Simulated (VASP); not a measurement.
# BiCClO2 (C2/m) in VASP: single point with PBE0

Aim: the single point of BiCClO2 with PBE0.

Program: VASP 6.6.1. These are calculated values, not measurements. Logs are shortened: lines on timing, memory, paths and dates and some standing lists are left out, and cuts for length are marked.

## 1. The cell of the first run

Symmetry: C2/m, No. 12, monoclinic system. The conventional cell has a = 6.032 Å, b = 5.961 Å, c = 9.565 Å, α = 90.00°, β = 95.23°, γ = 90.00°. C (site symmetry 2) has 2 O at 1.28 Å and 1 C at 1.59 Å within 1.7 Å. Cl (site symmetry m) has 5 Bi at 3.09 to 3.26 Å and 4 O at 3.27 to 3.40 Å and 8 Cl at 3.72 to 4.24 Å and 2 C at 3.86 Å within 4.3 Å. O (site symmetry 1) has 1 C at 1.28 Å within 1.7 Å. Bi (site symmetry m) has 4 O at 2.54 to 2.75 Å and 5 Cl at 3.09 to 3.26 Å and 2 C at 3.34 Å within 3.4 Å.

## 2. Single point, PBE0

File POSCAR:

```
BiCClO2
1.0
    3.0159750000      2.9805920000      0.0000000000
    3.0159750000     -2.9805920000      0.0000000000
    0.8722470000      0.0000000000     -9.5254180000
C Cl O Bi
2 2 4 2
Direct
    0.6330000000      0.3670000000      0.5000000000
    0.3670000000      0.6330000000      0.5000000000
    0.2730000000      0.2730000000      0.8811000000
    0.7270000000      0.7270000000      0.1189000000
    0.7880000000      0.3280000000      0.6109000000
    0.6720000000      0.2120000000      0.3891000000
    0.2120000000      0.6720000000      0.3891000000
    0.3280000000      0.7880000000      0.6109000000
    0.7732000000      0.7732000000      0.7770000000
    0.2268000000      0.2268000000      0.2230000000
```

File INCAR.step1:

```
PREC     = Accurate       # precision mode
ENCUT    = 520            # plane-wave cutoff, eV
EDIFF    = 1E-5           # SCF threshold, eV
ISMEAR   = -1             # smearing method
SIGMA    = 0.1            # smearing width, eV
LREAL    = False          # projectors in reciprocal space
LASPH    = True           # aspherical terms in the spheres
NELM     = 100            # most SCF steps
ALGO     = Normal         # electronic algorithm
ISIF     = 2              # what is computed and relaxed
LWAVE    = True           # write WAVECAR
LCHARG   = False          # write CHGCAR
GGA      = PE             # functional
NBANDS   = 49             # bands
```

File INCAR.step2:

```
PREC     = Accurate       # precision mode
ENCUT    = 520            # plane-wave cutoff, eV
EDIFF    = 1E-6           # SCF threshold, eV
ISMEAR   = -1             # smearing method
SIGMA    = 0.1            # smearing width, eV
LREAL    = False          # projectors in reciprocal space
LASPH    = True           # aspherical terms in the spheres
NELM     = 100            # most SCF steps
ALGO     = Normal         # electronic algorithm
ISIF     = 2              # what is computed and relaxed
LWAVE    = False          # write WAVECAR
LCHARG   = False          # write CHGCAR
GGA      = PE             # functional
LHFCALC  = True           # exact exchange
AEXX     = 0.25           # exact-exchange fraction
PRECFOCK = Fast         
ISTART   = 1            
NBANDS   = 49             # bands
```

File KPOINTS:

```
regular mesh
0
Gamma
  3 3 1
```

Potentials or basis: VASP PAW PBE potentials, release 64 (C, Cl, O, Bi_d).

Launch:

```sh
cat potpaw_PBE.64/C/POTCAR potpaw_PBE.64/Cl/POTCAR potpaw_PBE.64/O/POTCAR potpaw_PBE.64/Bi_d/POTCAR > POTCAR
cp INCAR.step1 INCAR
mpirun -np 1 vasp_std > vasp.out
cp INCAR.step2 INCAR
mpirun -np 1 vasp_std > vasp.out
```

OUTCAR:

```text
PREC = Accurate
   ENCUT = 520
   EDIFF = 1E-6
   ISMEAR = -1
   LREAL = False
   LASPH = True
   NELM = 100
   ISIF = 2
   GGA = PE
   LHFCALC = True
   AEXX = 0.25
   PRECFOCK = Fast
   ISTART = 1

 ion  position               nearest neighbor table
   1  0.633  0.367  0.500-   5 1.28   6 1.28   2 1.59
   2  0.367  0.633  0.500-   7 1.28   8 1.28   1 1.59
   3  0.273  0.273  0.881-   9 3.09   9 3.14   9 3.14  10 3.26   9 3.26
   4  0.727  0.727  0.119-  10 3.09  10 3.14  10 3.14   9 3.26  10 3.26
   5  0.788  0.328  0.611-   1 1.28   9 2.54   9 2.75
   6  0.672  0.212  0.389-   1 1.28  10 2.54  10 2.75
   7  0.212  0.672  0.389-   2 1.28  10 2.54  10 2.75
   8  0.328  0.788  0.611-   2 1.28   9 2.54   9 2.75
   9  0.773  0.773  0.777-   5 2.54   8 2.54   8 2.75   5 2.75   3 3.09   3 3.14   3 3.14   4 3.26
                             3 3.26
  10  0.227  0.227  0.223-   6 2.54   7 2.54   7 2.75   6 2.75   4 3.09   4 3.14   4 3.14   3 3.26
                             4 3.26

  LATTYP: Found a base centered monoclinic cell.
 ALAT       =     6.0319500000
 B/A-ratio  =     0.9882681388
 C/A-ratio  =     1.5857675653
 COS(beta)  =    -0.0911889512

  Lattice vectors:

 A1 = (  -3.0159750000,  -2.9805920000,   0.0000000000)
 A2 = (  -3.0159750000,   2.9805920000,   0.0000000000)
 A3 = (   0.8722470000,   0.0000000000,  -9.5254180000)

Analysis of symmetry for initial positions (statically):
=====================================================================
 Subroutine PRICEL returns:
 Original cell was already a primitive cell.

 Routine SETGRP: Setting up the symmetry group for a
 base centered monoclinic supercell.

 Subroutine GETGRP returns: Found  4 space group operations
 (whereof  4 operations were pure point group operations)
 out of a pool of  4 trial point group operations.

The static configuration has the point symmetry C_2h.

Analysis of symmetry for dynamics (positions and initial velocities):
=====================================================================
 Subroutine PRICEL returns:
 Original cell was already a primitive cell.

 Routine SETGRP: Setting up the symmetry group for a
 base centered monoclinic supercell.

 Subroutine GETGRP returns: Found  4 space group operations
 (whereof  4 operations were pure point group operations)
 out of a pool of  4 trial point group operations.

The dynamic configuration has the point symmetry C_2h.

 Subroutine INISYM returns: Found  4 space group operations
 (whereof  4 operations are pure point group operations),
 and found     1 'primitive' translations

----------------------------------------------------------------------------------------

                                     Primitive cell

  volume of cell :     171.2554

  direct lattice vectors                    reciprocal lattice vectors
     3.015975000  2.980592000  0.000000000     0.165783868  0.167751910  0.015180907
     3.015975000 -2.980592000  0.000000000     0.165783868 -0.167751910  0.015180907
     0.872247000  0.000000000 -9.525418000     0.000000000  0.000000000 -0.104982270

  length of vectors
     4.240287003  4.240287003  9.565270665     0.236337585  0.236337585  0.104982270

  position of ions in fractional coordinates (direct lattice)
     0.633000000  0.367000000  0.500000000
     0.367000000  0.633000000  0.500000000
     0.273000000  0.273000000  0.881100000
     0.727000000  0.727000000  0.118900000
     0.788000000  0.328000000  0.610900000
     0.672000000  0.212000000  0.389100000
     0.212000000  0.672000000  0.389100000
     0.328000000  0.788000000  0.610900000
     0.773200000  0.773200000  0.777000000
     0.226800000  0.226800000  0.223000000

  ion indices of the primitive-cell ions
   primitive index   ion index
                 1           1
                 2           2
                 3           3
                 4           4
                 5           5
                 6           6
                 7           7
                 8           8
                 9           9
                10          10

----------------------------------------------------------------------------------------

 KPOINTS: regular mesh

Automatic generation of k-mesh.
 Grid dimensions read from file:
 generate k-points for:    3    3    1

 Generating k-lattice:

  Cartesian coordinates                     Fractional coordinates (reciprocal lattice)
     0.055261289  0.055917303  0.005060302     0.333333333  0.000000000  0.000000000
     0.055261289 -0.055917303  0.005060302     0.000000000  0.333333333  0.000000000
     0.000000000  0.000000000 -0.104982270     0.000000000  0.000000000  1.000000000

  Length of vectors
     0.078779195  0.078779195  0.104982270

  Shift w.r.t. Gamma in fractional coordinates (k-lattice)
     0.000000000  0.000000000  0.000000000

 Subroutine IBZKPT returns following result:
 ===========================================

 Found      4 irreducible k-points:

 Following reciprocal coordinates:
            Coordinates               Weight
  0.000000  0.000000  0.000000      1.000000
  0.333333  0.000000  0.000000      4.000000
  0.333333  0.333333  0.000000      2.000000
 -0.333333  0.333333  0.000000      2.000000
   k-points           NKPTS =      4   k-points in BZ     NKDIM =      9   number of bands    NBANDS=     49
   number of dos      NEDOS =    301   number of ions     NIONS =     10
   total plane-waves  NPLWV =  73728
   dimension x,y,z NGX =    32 NGY =   32 NGZ =   72
   dimension x,y,z NGXF=    64 NGYF=   64 NGZF=  144
   ions per type =               2   2   4   2
   NGX,Y,Z   is equivalent  to a cutoff of  12.55, 12.55, 12.51 a.u.
   NGXF,Y,Z  is equivalent  to a cutoff of  25.09, 25.09, 25.03 a.u.
 SYSTEM =  unknown system
   PREC   = accura    normal or accurate (medium, high low for compatibility)
   ISTART =      1    job   : 0-new  1-cont  2-samecut
   ICHARG =      0    charge: 1-file 2-atom 10-const
   ISPIN  =      1    spin polarized calculation?
   LNONCOLLINEAR =      F non collinear calculations
   LSORBIT =      F    spin-orbit coupling
   LASPH  =      T    aspherical Exc in radial PAW
   ENCUT  =  520.0 eV  38.22 Ry    6.18 a.u.   7.88  7.88 17.79*2*pi/ulx,y,z
   NELM   =    100;   NELMIN=  2; NELMDL=  0     # of ELM steps
   EDIFF  = 0.1E-05   stopping-criterion for ELM
   LREAL  =      F    real-space projection
   EDIFFG = 0.1E-04   stopping-criterion for IOM
   NSW    =      0    number of steps for IOM
   IBRION =     -1    ionic relax: 0-MD 1-quasi-New 2-CG
   NFREE  =      0    steps in history (QN), initial steepest desc. (CG)
   ISIF   =      2    stress and relaxation
   ISYM   =      3    0-nonsym 1-usesym 2-fastsym
   POTIM  = 0.5000    time-step for ionic-motion
   TEBEG  =    0.0;   TEEND  =   0.0 temperature during run
   PSTRESS=    0.0 pullay stress
   NELECT =      76.0000    total number of electrons
   NUPDOWN=      -1.0000    fix difference up-down
   EMIN   =  10.00;   EMAX   =-10.00  energy-range for DOS
   EFERMI =   0.00;   METHOD = LEGACY
   ISMEAR =    -1;   SIGMA  =   0.10  broadening in eV -4-tet -1-fermi 0-gaus
   EFERMI_NEDOS =   21; number of points for ismear=-14 and -15
   IALGO  =     38    algorithm
   IMIX   =      1    mixing-type and parameters
     AMIX     =   0.40;   BMIX     =  1.00
     AMIX_MAG =   1.60;   BMIX_MAG =  1.00
  volume/ion in A,a.u.               =      17.13       115.57
  Fermi-wavevector in a.u.,A,eV,Ry     =   1.248719  2.359736 21.215540  1.559298
  Thomas-Fermi vector in A             =   2.382792
   LORBIT       =      0    0 simple, 1 ext, 2 COOP (PROOUT), +10 PAW based schemes
   GGA     = PE    functional components
   LHFCALC =     T    Hartree Fock is set to
   PRECFOCK=fast      Normal, Fast or Accurate (Low or Medium for compatibility)
   ENCUT4O =  -1.0   cutoff for four orbital integrals eV
   NKREDX  =     1    reduce k-point grid by
   NKREDY  =     1    reduce k-point grid by
   NKREDZ  =     1    reduce k-point grid by
   AEXX    =    0.2500 exact exchange contribution
   HFSCREEN=    0.0000 screening length (either q_TF or 0.3 A-1)
   HFSCREENC=   0.0000 screening length for correlation (either q_TF or 0.3 A-1)
   ENCUTFOCK=  -1.0 apply spherical cutoff to Coloumb kernel
   IVDW    =     0    specifies the selected vdW correction
   LEPSILON=     F    determine dielectric tensor
   LRPA    =     F    only Hartree local field effects (RPA)
 non-spin polarized calculation
  energy-cutoff  :      520.00
  volume of cell :      171.26
 maximum number of plane-waves:      4639
  NGX = 18; NGY = 18; NGZ = 40

 number of electron      75.9999992 magnetization

 Free energy of the ion-electron system (eV)
  ---------------------------------------------------
  ext. energy  EPLUGINS =         0.00000000
  ---------------------------------------------------
  free energy    TOTEN  =       -76.07930660 eV

  energy without entropy =      -76.01420728  energy(sigma->0) =      -76.04675694

 E-fermi :   5.3651     XC(G=0):  -7.5592

 val. band max:        5.3641426352   @ k =   0.3333   0.0000   0.0000
 cond. band min:       5.9199039737   @ k =   0.0000   0.0000   0.0000
 fundamental gap:      0.5557613384
 Fermi energy:         5.3650659349

 k-point     1 :       0.0000    0.0000    0.0000
  band No.  band energies     occupation
      1     -22.2145      2.00000
      2     -22.1768      2.00000
      3     -22.1645      2.00000
      4     -22.1453      2.00000
      5     -22.0493      2.00000
      6     -22.0344      2.00000
[... 41 lines left out ...]
     48      12.2779      0.00000
     49      13.3690      0.00000

 k-point     2 :       0.3333    0.0000    0.0000
  band No.  band energies     occupation
      1     -22.2318      2.00000
      2     -22.1853      2.00000
      3     -22.1586      2.00000
      4     -22.1476      2.00000
      5     -22.0745      2.00000
      6     -22.0365      2.00000
[... 41 lines left out ...]
     48      13.1623      0.00000
     49      13.5092      0.00000

 k-point     3 :       0.3333    0.3333    0.0000
  band No.  band energies     occupation
      1     -22.2331      2.00000
      2     -22.1941      2.00000
      3     -22.1630      2.00000
      4     -22.1569      2.00000
      5     -22.0574      2.00000
      6     -22.0329      2.00000
[... 41 lines left out ...]
     48      13.5446      0.00000
     49      13.8248      0.00000

 k-point     4 :      -0.3333    0.3333    0.0000
  band No.  band energies     occupation
      1     -22.2371      2.00000
      2     -22.1926      2.00000
      3     -22.1640      2.00000
      4     -22.1552      2.00000
      5     -22.0636      2.00000
      6     -22.0338      2.00000
[... 41 lines left out ...]
     48      12.8760      0.00000
     49      14.3155      0.00000

------------------------ aborting loop because EDIFF is reached ----------------------------------------

  FORCE on cell =-STRESS in cart. coord.  units (eV):
  Direction    XX          YY          ZZ          XY          YZ          ZX
  --------------------------------------------------------------------------------------
  -------------------------------------------------------------------------------------
  Total       -4.8622682     -8.0612733     -9.3397499      0.0000000      0.0000000      4.2961780
  in kB      -45.4888739    -75.4171158    -87.3778835      0.0000000      0.0000000     40.1928255
  external PRESSURE =     -69.4279577 kB  Pullay stress =       0.0000000 kB

 VOLUME and BASIS-vectors are now :
 -----------------------------------------------------------------------------
  energy-cutoff  :      520.00
  volume of cell :      171.26
      direct lattice vectors                 reciprocal lattice vectors
     3.015975000  2.980592000  0.000000000     0.165783868  0.167751910  0.015180907
     3.015975000 -2.980592000  0.000000000     0.165783868 -0.167751910  0.015180907
     0.872247000  0.000000000 -9.525418000     0.000000000  0.000000000 -0.104982270

 POSITION                                       TOTAL-FORCE (eV/Angst)
 -----------------------------------------------------------------------------------
      3.45210      0.79284     -4.76271         0.000000     -1.649591     -0.000000
      3.45210     -0.79284     -4.76271        -0.000000      1.649591      0.000000
      2.41526      0.00000     -8.39285        -0.467969     -0.000000     -0.013957
      4.48894      0.00000     -1.13257         0.467969     -0.000000      0.013957
      3.89868      1.37107     -5.81908        -0.159903     -0.304987      0.985519
      3.00551      1.37107     -3.70634         0.159903     -0.304987     -0.985519
      3.00551     -1.37107     -3.70634         0.159903      0.304987     -0.985519
      3.89868     -1.37107     -5.81908        -0.159903      0.304987      0.985519
      5.34164      0.00000     -7.40125        -0.401991     -0.000000      0.243462
      1.56256      0.00000     -2.12417         0.401991     -0.000000     -0.243462
 -----------------------------------------------------------------------------------
    total drift:                               -0.000003     -0.000004     -0.000001

  FREE ENERGIE OF THE ION-ELECTRON SYSTEM (eV)
  ---------------------------------------------------
  free  energy   TOTEN  =       -76.0793066024 eV

  energy  without entropy=      -76.0142072787  energy(sigma->0) =      -76.04675694
```

It took 19 min on 1 thread of Intel Xeon 8259CL, shared host; peak memory 0.29 GiB.

Results:

```
Free energy            : -76.0793 eV
Pressure               : -6.9 GPa
Largest force          : 1.650 eV/Å
Band gap on the k mesh : zero (bands 38 and 39 overlap by 0.69 eV)
```

Forces in eV/Å, atoms in the order of the input:
```
C    0.000 -1.650  0.000
C    0.000  1.650  0.000
Cl  -0.468  0.000 -0.014
Cl   0.468  0.000  0.014
O   -0.160 -0.305  0.986
O    0.160 -0.305 -0.986
O    0.160  0.305 -0.986
O   -0.160  0.305  0.986
Bi  -0.402  0.000  0.243
Bi   0.402  0.000 -0.243
```

Caveat: the k points lie up to 0.66 Å⁻¹ apart, too coarse for converged energies and pressures of a metal; the PAW data sets were made with another functional, which shifts forces and pressure a little; spin-orbit coupling is left out, which moves the levels of the heavy elements.

The gap in the log of VASP goes by the Fermi energy; the results here count the filled bands.